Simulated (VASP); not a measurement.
# Hf (Fd-3m) in VASP: notebook

Hf is run at these levels: PBE; tasks: single point, relaxation of cell and atoms.

All numbers are computed with VASP 6.6.1; they aren't measurements. Logs are shortened: lines on timing, memory, paths and dates and some standing lists are left out, and cuts for length are marked.

**1. The cell of the first run**

The structure is cubic, space group Fd-3m (No. 227). Conventional cell: a = 6.546 Å, b = 6.546 Å, c = 6.546 Å, α = 90.00°, β = 90.00°, γ = 90.00°. Within 3.7 Å of Hf (site symmetry -43m) lie 4 Hf at 2.83 Å.

**2. Single point, PBE**

Contents of INCAR:

```
SYSTEM = Hf
  PREC = Accurate
  ENCUT = 520
  EDIFF = 1E-6
  ISMEAR = 0
  SIGMA = 0.1
  LREAL = .False.
  LASPH = .True.
  NELM = 80
  ALGO = Normal
  ISIF = 2
  LWAVE = .False.
  LCHARG = .False.
  GGA = PE
  NBANDS = 17
```

Contents of KPOINTS:

```
Automatic mesh
0
Gamma
  14 14 14
  0 0 0
```

Contents of POSCAR:

```
Hf
1.0
    0.0000000000      3.2731566353      3.2731566353
    3.2731566353      0.0000000000      3.2731566353
    3.2731566353      3.2731566353      0.0000000000
Hf
2
Direct
    0.0000000000      0.0000000000      0.0000000000
    0.2500000000      0.2500000000      0.2500000000
```

Potentials or basis: VASP PAW PBE potentials, release 64 (Hf_pv).

Run with:

```bash
$ cat potpaw_PBE.64/Hf_pv/POTCAR > POTCAR
$ mpirun -np 1 vasp_std > vasp.out
```

OUTCAR:

```text
SYSTEM = Hf
   PREC = Accurate
   ENCUT = 520
   EDIFF = 1E-6
   ISMEAR = 0
   LREAL = .False.
   LASPH = .True.
   NELM = 80
   ISIF = 2
   GGA = PE

 ion  position               nearest neighbor table
   1  0.000  0.000  0.000-   2 2.83   2 2.83   2 2.83   2 2.83
   2  0.250  0.250  0.250-   1 2.83   1 2.83   1 2.83   1 2.83

  LATTYP: Found a face centered cubic cell.
 ALAT       =     6.5463132706

  Lattice vectors:

 A1 = (   0.0000000000,   3.2731566353,   3.2731566353)
 A2 = (   3.2731566353,   0.0000000000,   3.2731566353)
 A3 = (   3.2731566353,   3.2731566353,   0.0000000000)

Analysis of symmetry for initial positions (statically):
=====================================================================
 Subroutine PRICEL returns:
 Original cell was already a primitive cell.

 Routine SETGRP: Setting up the symmetry group for a
 face centered cubic supercell.

 Subroutine GETGRP returns: Found 48 space group operations
 (whereof 24 operations were pure point group operations)
 out of a pool of 48 trial point group operations.

The static configuration has the point symmetry T_d .
 The point group associated with its full space group is O_h .

Analysis of symmetry for dynamics (positions and initial velocities):
=====================================================================
 Subroutine PRICEL returns:
 Original cell was already a primitive cell.

 Routine SETGRP: Setting up the symmetry group for a
 face centered cubic supercell.

 Subroutine GETGRP returns: Found 48 space group operations
 (whereof 24 operations were pure point group operations)
 out of a pool of 48 trial point group operations.

The dynamic configuration has the point symmetry T_d .
 The point group associated with its full space group is O_h .

 Subroutine INISYM returns: Found 48 space group operations
 (whereof 24 operations are pure point group operations),
 and found     1 'primitive' translations

----------------------------------------------------------------------------------------

                                     Primitive cell

  volume of cell :      70.1343

  direct lattice vectors                    reciprocal lattice vectors
     0.000000000  3.273156635  3.273156635    -0.152757737  0.152757737  0.152757737
     3.273156635  0.000000000  3.273156635     0.152757737 -0.152757737  0.152757737
     3.273156635  3.273156635  0.000000000     0.152757737  0.152757737 -0.152757737

  length of vectors
     4.628942505  4.628942505  4.628942505     0.264584161  0.264584161  0.264584161

  position of ions in fractional coordinates (direct lattice)
[... 75 lines left out ...]
   LSORBIT =      F    spin-orbit coupling
   LASPH  =      T    aspherical Exc in radial PAW
   ENCUT  =  520.0 eV  38.22 Ry    6.18 a.u.   8.61  8.61  8.61*2*pi/ulx,y,z
   NELM   =     80;   NELMIN=  2; NELMDL= -5     # of ELM steps
   EDIFF  = 0.1E-05   stopping-criterion for ELM
   LREAL  =      F    real-space projection
   EDIFFG = 0.1E-04   stopping-criterion for IOM
   NSW    =      0    number of steps for IOM
   IBRION =     -1    ionic relax: 0-MD 1-quasi-New 2-CG
   NFREE  =      0    steps in history (QN), initial steepest desc. (CG)
   ISIF   =      2    stress and relaxation
   ISYM   =      2    0-nonsym 1-usesym 2-fastsym
   POTIM  = 0.5000    time-step for ionic-motion
   TEBEG  =    0.0;   TEEND  =   0.0 temperature during run
   PSTRESS=    0.0 pullay stress
   NELECT =      20.0000    total number of electrons
   NUPDOWN=      -1.0000    fix difference up-down
   EMIN   =  10.00;   EMAX   =-10.00  energy-range for DOS
   EFERMI =   0.00;   METHOD = LEGACY
   ISMEAR =     0;   SIGMA  =   0.10  broadening in eV -4-tet -1-fermi 0-gaus
   EFERMI_NEDOS =   21; number of points for ismear=-14 and -15
   IALGO  =     38    algorithm
   IMIX   =      4    mixing-type and parameters
     AMIX     =   0.40;   BMIX     =  1.00
     AMIX_MAG =   1.60;   BMIX_MAG =  1.00
  volume/ion in A,a.u.               =      35.07       236.64
  Fermi-wavevector in a.u.,A,eV,Ry     =   1.077560  2.036293 15.798202  1.161135
  Thomas-Fermi vector in A             =   2.213475
   LORBIT       =      0    0 simple, 1 ext, 2 COOP (PROOUT), +10 PAW based schemes
   GGA     = PE    functional components
   LHFCALC =     F    Hartree Fock is set to
   AEXX    =    0.0000 exact exchange contribution
   IVDW    =     0    specifies the selected vdW correction
   LEPSILON=     F    determine dielectric tensor
   LRPA    =     F    only Hartree local field effects (RPA)
 non-spin polarized calculation
 Gauss-broadening in eV      SIGMA  =   0.10
  energy-cutoff  :      520.00
  volume of cell :       70.13
 maximum number of plane-waves:      1917
   NGX = 17   NGY = 17   NGZ = 17

 number of electron      20.0000002 magnetization

 Free energy of the ion-electron system (eV)
  ---------------------------------------------------
  ext. energy  EPLUGINS =         0.00000000
  ---------------------------------------------------
  free energy    TOTEN  =       -14.48586459 eV

  energy without entropy =      -14.46128552  energy(sigma->0) =      -14.47357505

 E-fermi :   1.5512     XC(G=0):  -9.0669

 val. band max:        1.5488710033   @ k =   0.5000   0.2143   0.0000
 cond. band min:       1.5517783034   @ k =   0.4286   0.2857   0.1429
 fundamental gap:      0.0029073001
 Fermi energy:         1.5511791401

 k-point     1 :       0.0000    0.0000    0.0000
  band No.  band energies     occupation
      1     -29.4524      2.00000
      2     -29.4524      2.00000
      3     -29.4524      2.00000
      4     -28.8754      2.00000
      5     -28.8754      2.00000
      6     -28.8754      2.00000
[... 457 lines left out ...]
      4     -28.9341      2.00000
      5     -28.8196      2.00000
      6     -28.8185      2.00000
[... 9 lines left out ...]
     16       6.2580      0.00000
     17       7.2233      0.00000

 [... further k-points ...]
[... 5 lines left out ...]
  --------------------------------------------------------------------------------------
  -------------------------------------------------------------------------------------
  Total       -0.0854650     -0.0854650     -0.0854650      0.0000000     -0.0000000     -0.0000000
  in kB       -1.9523992     -1.9523992     -1.9523992      0.0000000     -0.0000000     -0.0000000
  external PRESSURE =      -1.9523992 kB  Pullay stress =       0.0000000 kB

 VOLUME and BASIS-vectors are now :
 -----------------------------------------------------------------------------
  energy-cutoff  :      520.00
  volume of cell :       70.13
      direct lattice vectors                 reciprocal lattice vectors
     0.000000000  3.273156635  3.273156635    -0.152757737  0.152757737  0.152757737
     3.273156635  0.000000000  3.273156635     0.152757737 -0.152757737  0.152757737
     3.273156635  3.273156635  0.000000000     0.152757737  0.152757737 -0.152757737

 POSITION                                       TOTAL-FORCE (eV/Angst)
 -----------------------------------------------------------------------------------
      0.00000      0.00000      0.00000        -0.000000     -0.000000     -0.000000
      1.63658      1.63658      1.63658         0.000000      0.000000      0.000000
 -----------------------------------------------------------------------------------
    total drift:                                0.000000      0.000000      0.000000

  FREE ENERGIE OF THE ION-ELECTRON SYSTEM (eV)
  ---------------------------------------------------
  free  energy   TOTEN  =       -14.4858645881 eV

  energy  without entropy=      -14.4612855215  energy(sigma->0) =      -14.47357505
```

OSZICAR:

```text
N       E                     dE             d eps       ncg     rms          rms(c)
DAV:   1     0.543053107576E+02    0.54305E+02   -0.10909E+04  3672   0.104E+03
DAV:   2    -0.126768649988E+02   -0.66982E+02   -0.65602E+02  4671   0.234E+02
DAV:   3    -0.149012388665E+02   -0.22244E+01   -0.21681E+01  4797   0.281E+01
DAV:   4    -0.149346888918E+02   -0.33450E-01   -0.33394E-01  4512   0.414E+00
DAV:   5    -0.149354782257E+02   -0.78933E-03   -0.78905E-03  5276   0.515E-01    0.300E+01
DAV:   6    -0.145458274331E+02    0.38965E+00   -0.74569E-01  3874   0.387E+00    0.174E+01
DAV:   7    -0.144982072647E+02    0.47620E-01   -0.51541E-01  4327   0.339E+00    0.178E+00
DAV:   8    -0.144860484125E+02    0.12159E-01   -0.87227E-02  3893   0.128E+00    0.139E-01
DAV:   9    -0.144858376431E+02    0.21077E-03   -0.24521E-03  4672   0.263E-01    0.119E-01
DAV:  10    -0.144858729468E+02   -0.35304E-04   -0.87199E-05  4973   0.511E-02    0.673E-02
DAV:  11    -0.144858646318E+02    0.83150E-05   -0.60194E-05  4292   0.324E-02    0.792E-03
DAV:  12    -0.144858645881E+02    0.43666E-07   -0.14448E-06  3908   0.741E-03
   1 F= -.14485865E+02 E0= -.14473575E+02  d E =-.245791E-01
```

stdout:

```text
POSCAR found type information on POSCAR Hf
 POSCAR found :  1 types and       2 ions
 scaLAPACK will be used
 LDA part: xc-table for (Slater+PW92), standard interpolation
 POSCAR, INCAR and KPOINTS ok, starting setup
 FFT: planning ... GRIDC
 FFT: planning ... GRID_SOFT
 FFT: planning ... GRID
 WAVECAR not read
 entering main loop
```

Wall time 89 s (1 thread of Intel Xeon 6975P-C, shared host); peak memory 0.27 GiB.

What came out:

- Free energy: -14.4859 eV
- Pressure: -0.2 GPa
- Band gap on the k mesh: zero (band 10 reaches 1.89 eV, above the bottom of band 11 at 1.26 eV)

Levels at points of the mesh, in eV from the Fermi level:
| k point | band 7 | band 8 | band 9 | band 10 | band 11 | band 12 | band 13 | band 14 |
| --- | --- | --- | --- | --- | --- | --- | --- | --- |
| (0.00, 0.00, 0.00) | -5.09 | -0.29 | -0.29 | 0.15 | 0.15 | 0.15 | 2.05 | 2.05 |
| (0.50, 0.00, 0.00) | -3.01 | -0.85 | -0.26 | -0.26 | -0.06 | 0.21 | 0.21 | 3.04 |
| (0.50, 0.50, 0.00) | -1.25 | -1.25 | -1.21 | -1.21 | 0.34 | 0.34 | 2.11 | 2.11 |

Caveat: spin-orbit coupling is left out, which moves the levels of the heavy elements.

(Continued in part 2 of 2.)
